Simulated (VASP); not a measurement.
Here is a VASP 6.6.1 calculation.

The input INCAR:

```
PREC = Accurate
ENCUT = 520
EDIFF = 1E-6
ISMEAR = -1
SIGMA = 0.02
LREAL = F
LASPH = T
NELM = 100
ALGO = Normal
ISIF = 2
LWAVE = F
LCHARG = F
GGA = PE
NBANDS = 28
```

File KPOINTS:

```
Automatic mesh
0
Gamma
  6 6 4
```

POSCAR

```
TePb
1.0
    4.5439516052      0.0000000000      0.0000000000
   -2.2719758026      3.9351775237      0.0000000000
    0.0000000000      0.0000000000      7.9257635448
Pb Te
2 2
Direct
    0.0000000000      0.0000000000      0.0000000000
    0.0000000000      0.0000000000      0.5000000000
    0.3333333333      0.6666666667      0.2500000000
    0.6666666667      0.3333333333      0.7500000000
```

Potentials or basis: VASP PAW PBE potentials, release 64 (Pb_d, Te).

Command:

```sh
$ cat potpaw_PBE.64/Pb_d/POTCAR potpaw_PBE.64/Te/POTCAR > POTCAR
$ mpirun -np 1 vasp_std > vasp.out
```

**Question.** What does it give for the pressure?

**Answer.** 0.6 GPa.

**Question.** Estimate the band gap on the k mesh.

**Answer.** 0.07 eV (least direct gap 0.18 eV).

Caveat: spin-orbit coupling is left out, which moves the levels of the heavy elements. A k mesh can miss the band edges.
